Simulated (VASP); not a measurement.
Crystal: Pb2O.

```
Pb O
1.0
     5.38000    0.00000    0.00000
     0.00000    5.38000    0.00000
     0.00000    0.00000    5.38000
Pb O
4 2
Direct
  0.25000 0.25000 0.25000
  0.75000 0.75000 0.25000
  0.25000 0.75000 0.75000
  0.75000 0.25000 0.75000
  0.00000 0.00000 0.00000
  0.50000 0.50000 0.50000
```

| Property | Result |
| --- | --- |
| Program | VASP 6.6.1 |
| Task | relaxation of cell and atoms |
| Functional | PBE |
| Potentials or basis | VASP PAW PBE potentials, release 64 (Pb_d, O) |
| Cutoff | 600 eV |
| k mesh | 6 × 6 × 6 |
| Occupations | fermi-dirac, width 0.1 eV |
| Spin | no spin polarisation |

At the start: pressure 2.9 GPa; volume 25.95 Å³/atom.

Task: Where does the relaxation end?

Result: Over 3 steps the energy falls by 12.1 meV/atom and the volume is 27.36 Å³/atom (+5.4 %); space group Pn-3m (No. 224, to 0.05 Å).

The path:
```
step  energy change (eV)  largest force (eV/Å)  pressure (GPa)  volume (Å³)
   1              0.0000                0.0000            2.86       155.72
   2             -0.0681                0.0000           -0.63       166.40
   3             -0.0724                0.0000            0.01       164.18
```

Final structure:
```cif
data_structure
_symmetry_space_group_name_H-M 'P 1'
_symmetry_Int_Tables_number 1
_cell_length_a 5.4757
_cell_length_b 5.4757
_cell_length_c 5.4757
_cell_angle_alpha 90.000
_cell_angle_beta 90.000
_cell_angle_gamma 90.000
_cell_volume 164.18
loop_
_atom_site_label
_atom_site_type_symbol
_atom_site_fract_x
_atom_site_fract_y
_atom_site_fract_z
_atom_site_occupancy
Pb1 Pb 0.25000 0.25000 0.25000 1
Pb2 Pb 0.75000 0.75000 0.25000 1
Pb3 Pb 0.25000 0.75000 0.75000 1
Pb4 Pb 0.75000 0.25000 0.75000 1
O1 O 0.00000 0.00000 0.00000 1
O2 O 0.50000 0.50000 0.50000 1
```
